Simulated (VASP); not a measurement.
# MgF2 (P4_2/mnm) in VASP: a series of runs, part 2 of 2

VASP 6.6.1. Earlier steps stand in the parts before.

## 4. Single point, PBE (biaxial strain in the a-b plane: -4.5 %, then relaxed in part)

INCAR

```
SYSTEM = MgF2
  PREC = Accurate
  ENCUT = 600
  EDIFF = 1E-6
  ISMEAR = 0
  SIGMA = 0.02
  LREAL = .FALSE.
  LASPH = .TRUE.
  NELM = 120
  ALGO = Normal
  ISIF = 2
  LWAVE = .FALSE.
  LCHARG = .FALSE.
  GGA = PE
  NBANDS = 25
  GGA_COMPAT = .FALSE.
```

KPOINTS

```
Automatic mesh
0
G
  6 6 8
  0 0 0
```

POSCAR

```
MgF2
1.0
    4.4861899013      0.0000000000      0.0000000000
    0.0000000000      4.4861899013      0.0000000000
    0.0000000000      0.0000000000      3.1941528983
Mg F
2 4
Direct
    0.5000000000      0.5000000000      0.5000000000
    0.0000000000      0.0000000000      0.0000000000
    0.6952986136      0.6952986136      0.0000000000
    0.8047013864      0.1952986136      0.5000000000
    0.3047013864      0.3047013864      0.0000000000
    0.1952986136      0.8047013864      0.5000000000
```

Potentials or basis: VASP PAW PBE potentials, release 64 (Mg, F).

Launch:

```console
cat potpaw_PBE.64/Mg/POTCAR potpaw_PBE.64/F/POTCAR > POTCAR
mpirun -np 1 vasp_std > vasp.out
```

OUTCAR:

```text
SYSTEM = MgF2
   PREC = Accurate
   ENCUT = 600
   EDIFF = 1E-6
   ISMEAR = 0
   LREAL = .FALSE.
   LASPH = .TRUE.
   NELM = 120
   ISIF = 2
   GGA = PE

 ion  position               nearest neighbor table
   1  0.500  0.500  0.500-   4 1.93   6 1.93   5 2.02   3 2.02   3 2.02   5 2.02   2 3.55   2 3.55
                             2 3.55   2 3.55   2 3.55   2 3.55   2 3.55   2 3.55
   2  0.000  0.000  0.000-   3 1.93   5 1.93   4 2.02   6 2.02   4 2.02   6 2.02   1 3.55   1 3.55
                             1 3.55   1 3.55   1 3.55   1 3.55   1 3.55   1 3.55
   3  0.695  0.695  0.000-   2 1.93   1 2.02   1 2.02
   4  0.805  0.195  0.500-   1 1.93   2 2.02   2 2.02
   5  0.305  0.305  0.000-   2 1.93   1 2.02   1 2.02
   6  0.195  0.805  0.500-   1 1.93   2 2.02   2 2.02

  LATTYP: Found a simple tetragonal cell.
 ALAT       =     4.4861899013
 C/A-ratio  =     0.7119968099

  Lattice vectors:

 A1 = (   4.4861899013,   0.0000000000,   0.0000000000)
 A2 = (   0.0000000000,   4.4861899013,   0.0000000000)
 A3 = (   0.0000000000,   0.0000000000,   3.1941528983)

Analysis of symmetry for initial positions (statically):
=====================================================================
 Subroutine PRICEL returns:
 Original cell was already a primitive cell.

 Routine SETGRP: Setting up the symmetry group for a
 simple tetragonal supercell.

 Subroutine GETGRP returns: Found 16 space group operations
 (whereof  8 operations were pure point group operations)
 out of a pool of 16 trial point group operations.

The static configuration has the point symmetry D_2h.
 The point group associated with its full space group is D_4h.

Analysis of symmetry for dynamics (positions and initial velocities):
=====================================================================
 Subroutine PRICEL returns:
 Original cell was already a primitive cell.

 Routine SETGRP: Setting up the symmetry group for a
 simple tetragonal supercell.

 Subroutine GETGRP returns: Found 16 space group operations
 (whereof  8 operations were pure point group operations)
 out of a pool of 16 trial point group operations.

The dynamic configuration has the point symmetry D_2h.
 The point group associated with its full space group is D_4h.

 Subroutine INISYM returns: Found 16 space group operations
 (whereof  8 operations are pure point group operations),
 and found     1 'primitive' translations

----------------------------------------------------------------------------------------

                                     Primitive cell

  volume of cell :      64.2852

  direct lattice vectors                    reciprocal lattice vectors
     4.486189901  0.000000000  0.000000000     0.222906302  0.000000000  0.000000000
     0.000000000  4.486189901  0.000000000     0.000000000  0.222906302  0.000000000
     0.000000000  0.000000000  3.194152898     0.000000000  0.000000000  0.313072051

  length of vectors
     4.486189901  4.486189901  3.194152898     0.222906302  0.222906302  0.313072051

  position of ions in fractional coordinates (direct lattice)
     0.500000000  0.500000000  0.500000000
     0.000000000  0.000000000  0.000000000
     0.695298614  0.695298614  0.000000000
     0.804701386  0.195298614  0.500000000
     0.304701386  0.304701386  0.000000000
     0.195298614  0.804701386  0.500000000
[... 40 lines left out ...]
  0.333333  0.000000  0.000000      4.000000
  0.500000  0.000000  0.000000      2.000000
  0.166667  0.166667  0.000000      4.000000
  0.333333  0.166667  0.000000      8.000000
[... 16 lines left out ...]
  0.333333  0.000000  0.250000      8.000000
  0.500000  0.000000  0.250000      4.000000
 [... further k-points ...]
   k-points           NKPTS =     50   k-points in BZ     NKDIM =     50   number of bands    NBANDS=     25
   number of dos      NEDOS =    301   number of ions     NIONS =      6
   total plane-waves  NPLWV =  36288
   dimension x,y,z NGX =    36 NGY =   36 NGZ =   28
   dimension x,y,z NGXF=    72 NGYF=   72 NGZF=   56
   ions per type =               2   4
   NGX,Y,Z   is equivalent  to a cutoff of  13.34, 13.34, 14.57 a.u.
   NGXF,Y,Z  is equivalent  to a cutoff of  26.68, 26.68, 29.15 a.u.
 SYSTEM =  MgF2
   PREC   = accura    normal or accurate (medium, high low for compatibility)
   ISTART =      0    job   : 0-new  1-cont  2-samecut
   ICHARG =      2    charge: 1-file 2-atom 10-const
   ISPIN  =      1    spin polarized calculation?
   LNONCOLLINEAR =      F non collinear calculations
   LSORBIT =      F    spin-orbit coupling
   LASPH  =      T    aspherical Exc in radial PAW
   ENCUT  =  600.0 eV  44.10 Ry    6.64 a.u.   8.96  8.96  6.38*2*pi/ulx,y,z
   NELM   =    120;   NELMIN=  2; NELMDL= -5     # of ELM steps
   EDIFF  = 0.1E-05   stopping-criterion for ELM
   LREAL  =      F    real-space projection
   EDIFFG = 0.1E-04   stopping-criterion for IOM
   NSW    =      0    number of steps for IOM
   IBRION =     -1    ionic relax: 0-MD 1-quasi-New 2-CG
   NFREE  =      0    steps in history (QN), initial steepest desc. (CG)
   ISIF   =      2    stress and relaxation
   ISYM   =      2    0-nonsym 1-usesym 2-fastsym
   POTIM  = 0.5000    time-step for ionic-motion
   TEBEG  =    0.0;   TEEND  =   0.0 temperature during run
   PSTRESS=    0.0 pullay stress
   NELECT =      32.0000    total number of electrons
   NUPDOWN=      -1.0000    fix difference up-down
   EMIN   =  10.00;   EMAX   =-10.00  energy-range for DOS
   EFERMI =   0.00;   METHOD = LEGACY
   ISMEAR =     0;   SIGMA  =   0.02  broadening in eV -4-tet -1-fermi 0-gaus
   EFERMI_NEDOS =   21; number of points for ismear=-14 and -15
   IALGO  =     38    algorithm
   IMIX   =      4    mixing-type and parameters
     AMIX     =   0.40;   BMIX     =  1.00
     AMIX_MAG =   1.60;   BMIX_MAG =  1.00
  volume/ion in A,a.u.               =      10.71        72.30
  Fermi-wavevector in a.u.,A,eV,Ry     =   1.297442  2.451809 22.903431  1.683355
  Thomas-Fermi vector in A             =   2.428834
   LORBIT       =      0    0 simple, 1 ext, 2 COOP (PROOUT), +10 PAW based schemes
   GGA     = PE    functional components
   LHFCALC =     F    Hartree Fock is set to
   AEXX    =    0.0000 exact exchange contribution
   IVDW    =     0    specifies the selected vdW correction
   LEPSILON=     F    determine dielectric tensor
   LRPA    =     F    only Hartree local field effects (RPA)
 non-spin polarized calculation
 Gauss-broadening in eV      SIGMA  =   0.02
  energy-cutoff  :      600.00
  volume of cell :       64.29
 maximum number of plane-waves:      2172
 NGX is ok and might be reduce to    36
   NGX = 17   NGY = 17   NGZ = 13

 number of electron      32.0000001 magnetization

 Free energy of the ion-electron system (eV)
  ---------------------------------------------------
  ext. energy  EPLUGINS =         0.00000000
  ---------------------------------------------------
  free energy    TOTEN  =       -31.39964876 eV

  energy without entropy =      -31.39964876  energy(sigma->0) =      -31.39964876

 E-fermi :  -0.9781     XC(G=0):  -9.8164

 val. band max:       -1.0994598222   @ k =   0.0000   0.0000   0.0000
 cond. band min:       5.9922425259   @ k =   0.0000   0.0000   0.0000
 fundamental gap:      7.0917023481
 Fermi energy:        -0.9780922853

 k-point     1 :       0.0000    0.0000    0.0000
  band No.  band energies     occupation
      1     -21.8581      2.00000
      2     -20.9529      2.00000
      3     -20.9529      2.00000
      4     -20.9185      2.00000
      5      -5.0968      2.00000
      6      -3.5752      2.00000
[... 661 lines left out ...]
     24      15.3808      0.00000
     25      16.7427      0.00000

 [... further k-points ...]

------------------------ aborting loop because EDIFF is reached ----------------------------------------

  FORCE on cell =-STRESS in cart. coord.  units (eV):
  Direction    XX          YY          ZZ          XY          YZ          ZX
  --------------------------------------------------------------------------------------
  -------------------------------------------------------------------------------------
  Total        3.1706979      3.1706979     -0.4960344      0.0000000      0.0000000      0.0000000
  in kB       79.0231693     79.0231693    -12.3626436      0.0000000      0.0000000      0.0000000
  external PRESSURE =      48.5612317 kB  Pullay stress =       0.0000000 kB

 VOLUME and BASIS-vectors are now :
 -----------------------------------------------------------------------------
  energy-cutoff  :      600.00
  volume of cell :       64.29
      direct lattice vectors                 reciprocal lattice vectors
     4.486189901  0.000000000  0.000000000     0.222906302  0.000000000  0.000000000
     0.000000000  4.486189901  0.000000000     0.000000000  0.222906302  0.000000000
     0.000000000  0.000000000  3.194152898     0.000000000  0.000000000  0.313072051

 POSITION                                       TOTAL-FORCE (eV/Angst)
 -----------------------------------------------------------------------------------
      2.24309      2.24309      1.59708        -0.000000      0.000000      0.000000
      0.00000      0.00000      0.00000        -0.000000      0.000000      0.000000
      3.11924      3.11924      0.00000        -0.001432     -0.001432      0.000000
      3.61004      0.87615      1.59708         0.001432     -0.001432      0.000000
      1.36695      1.36695      0.00000         0.001432      0.001432      0.000000
      0.87615      3.61004      1.59708        -0.001432      0.001432      0.000000
 -----------------------------------------------------------------------------------
    total drift:                                0.000000     -0.000000     -0.000000

  FREE ENERGIE OF THE ION-ELECTRON SYSTEM (eV)
  ---------------------------------------------------
  free  energy   TOTEN  =       -31.3996487563 eV

  energy  without entropy=      -31.3996487563  energy(sigma->0) =      -31.39964876
```

Run time: 27 s. Hardware: 1 thread of Intel Xeon 6975P-C (Granite Rapids), shared host; peak memory 0.22 GiB.

Results:

- Free energy: -31.3996 eV
- Pressure: 4.9 GPa
- Band gap on the k mesh: 7.09 eV, direct

Forces on the atoms (eV/Å):
```
Mg   0.000  0.000  0.000
Mg   0.000  0.000  0.000
F   -0.001 -0.001  0.000
F    0.001 -0.001  0.000
F    0.001  0.001  0.000
F   -0.001  0.001  0.000
```

Stress tensor (GPa, compression positive):
```
 7.90  0.00  0.00
 0.00  7.90  0.00
 0.00  0.00 -1.24
```

Caveat: the cell differs from its parent crystal (biaxial strain in the a-b plane: -4.5 %, then relaxed in part). A k mesh can miss the band edges.

## 5. Single point, PBE

This run uses another cell than the first one, of 10.71 Å³/atom, 0.883 times its volume.

INCAR

```
PREC = Accurate
ENCUT = 600
EDIFF = 1E-6
ISMEAR = 0
SIGMA = 0.02
LREAL = False
LASPH = True
NELM = 120
ALGO = Normal
ISIF = 2
LWAVE = False
LCHARG = False
GGA = PE
NBANDS = 25
GGA_COMPAT = False
```

KPOINTS

```
Automatic mesh
0
Gamma
  6 6 8
```

POSCAR is that of step 4.

Launch:

```console
cat potpaw_PBE.64/Mg/POTCAR potpaw_PBE.64/F/POTCAR > POTCAR
mpirun -np 1 vasp_std > vasp.out
```

Wall time 26 s (1 thread of Intel Xeon 6975P-C (Granite Rapids), shared host); peak memory 0.23 GiB.

Results (log left out):

- Free energy: -31.3996 eV
- Pressure: 4.9 GPa
- Band gap on the k mesh: 7.09 eV, direct

Forces in eV/Å, atoms in the order of the input:
```
Mg   0.000  0.000  0.000
Mg   0.000  0.000  0.000
F   -0.001 -0.001  0.000
F    0.001 -0.001  0.000
F    0.001  0.001  0.000
F   -0.001  0.001  0.000
```

Stress tensor (GPa, compression positive):
```
 7.90  0.00  0.00
 0.00  7.90  0.00
 0.00  0.00 -1.24
```

Levels at points of the mesh, in eV from the valence-band top:
| k point | band 14 | band 15 | band 16 | band 17 | band 18 | band 19 |
| --- | --- | --- | --- | --- | --- | --- |
| (0.00, 0.00, 0.00) | -0.23 | -0.23 | 0.00 | 7.09 | 12.18 | 12.18 |
| (0.50, 0.00, 0.00) | -1.03 | -0.35 | -0.35 | 9.58 | 9.58 | 13.32 |
| (0.50, 0.50, 0.00) | -0.83 | -0.65 | -0.65 | 11.35 | 11.35 | 11.38 |
| (0.00, 0.00, 0.50) | -1.20 | -0.81 | -0.81 | 11.59 | 11.59 | 14.71 |
| (0.50, 0.00, 0.50) | -0.64 | -0.60 | -0.60 | 12.74 | 12.74 | 13.23 |
| (0.50, 0.50, 0.50) | -0.53 | -0.40 | -0.40 | 13.30 | 13.30 | 13.64 |

## 6. Overview

| cell | gap on the mesh (eV) | pressure (GPa) |
| --- | --- | --- |
| a = 4.909, b = 4.909, c = 3.022 Å, 6 atoms | 6.48 | -5.0 |
| a = 4.486, b = 4.486, c = 3.177 Å, 6 atoms | 7.14 | 5.5 |
| a = 4.486, b = 4.486, c = 3.194 Å, 6 atoms | 7.09 | 4.9 |

Alike in all rows: task single point; level PBE; potentials or basis VASP PAW PBE potentials, release 64 (Mg, F); no spin polarisation; k mesh 6 × 6 × 8; cutoff (eV) 600; smearing gaussian 0.02 eV.

Absolute energies hang on the potentials; compare differences alone.
